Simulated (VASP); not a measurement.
KF:

```
K F
1.0
     0.00000    2.93540    2.90517
     2.93540    0.00000    2.90517
     2.93540    2.93540    0.00000
K F
1 1
Direct
  0.00000 0.00000 0.00000
  0.25000 0.25000 0.25000
```

This cell differs from its parent crystal: uniaxial z strain -1.0%.

Base run:

```yaml
Program: VASP 6.6.1
Functional: PBE
Potentials_or_basis: VASP PAW PBE potentials, release 64 (K_sv, F)
Cutoff: 520 eV
k_mesh: 8 × 8 × 8
Occupations: fermi-dirac, width 0.02 eV
Spin: no spin polarisation
```

Its results: band gap on the k mesh 5.18 eV, indirect (least direct gap 5.40 eV); pressure 1.2 GPa.

The run is repeated on the same cell with these changes: functional from PBE to r2SCAN; occupations from fermi-dirac, width 0.02 eV to gaussian, width 0.01 eV. What comes out?

Band gap on the k mesh 5.77 eV, indirect (least direct gap 5.98 eV); pressure 0.3 GPa.

Caveats: the PAW data sets were made with another functional, which shifts forces and pressure a little (some runs).

A k mesh can miss the band edges.
